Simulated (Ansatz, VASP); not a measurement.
Two plane-wave programs on CuCl

Contents of POSCAR:

```
CuCl
1.0
    0.0000000000      2.6918115325      2.6918115325
    2.6918115325      0.0000000000      2.6918115325
    2.6918115325      2.6918115325      0.0000000000
Cu Cl
1 1
Direct
    0.0000000000      0.0000000000      0.0000000000
    0.2500000000      0.2500000000      0.2500000000
```

File INCAR.step1:

```
ALGO = Normal
EDIFF = 1E-5
ENCUT = 520
GGA = PE
GGA_COMPAT = F
ISIF = 2
ISMEAR = -1
LASPH = T
LCHARG = F
LREAL = F
LWAVE = T
NBANDS = 16
NELM = 120
PREC = Accurate
SIGMA = 0.05
```

INCAR.step2

```
ALGO = Normal
EDIFF = 1E-6
ENCUT = 520
GGA = PE
GGA_COMPAT = F
HFSCREEN = 0.2079
ISIF = 2
ISMEAR = -1
ISTART = 1
LASPH = T
LCHARG = F
LHFCALC = T
LREAL = F
LWAVE = F
NBANDS = 16
NELM = 120
PREC = Accurate
PRECFOCK = Normal
SIGMA = 0.05
```

File KPOINTS:

```
k-points
0
Gamma
  4 4 4
```

Input for Ansatz:

```yaml
crystal:
  lattice:
    - [0.0, 2.691811532508, 2.691811532508]
    - [2.691811532508, 0.0, 2.691811532508]
    - [2.691811532508, 2.691811532508, 0.0]
  atoms:
    - { symbol: Cu, position: [0.0, 0.0, 0.0] }
    - { symbol: Cl, position: [0.25, 0.25, 0.25] }
kpoints:
  mp_grid: { grid: [4, 4, 4] }
hamiltonian:
  xc: hse06
  pseudopotentials: { kind: paw, source: ansatz }
scf:
  occupations: { method: fermi_dirac, width: 0.05 }
  convergence: { dr2_threshold: "1e-10 eV" }
  exx: { energy_threshold: "2e-8 eV", singularity: regularized }
output:
  forces: true
  stress: true
  eigenvalues: true
```

Alike in both runs: task single point; functional HSE06; k mesh 4 × 4 × 4; occupations fermi-dirac, width 0.05 eV; no spin polarisation.

|  | VASP | Ansatz |
| --- | --- | --- |
| version | VASP 6.6.1 | Ansatz 0.2.0 development build |
| potentials or method | VASP PAW PBE potentials, release 64 (Cu, Cl) | plane waves |
| plane-wave cutoff (eV) | 520 | 700 |
| valence electrons in the cell | 18 | 26 |

|  | VASP | Ansatz | Ansatz less VASP |
| --- | --- | --- | --- |
| gap on the k mesh at the Fermi level (eV) | 2.36 | 2.40 | +0.037 |

The functional is the same, so the differences come from potentials, cutoffs and numerics. VASP's potentials hold 18 valence electrons a cell and Ansatz's 26, so a difference there can come from the potentials and not from the codes.

The k mesh is coarse, so the values compare programs but aren't converged.
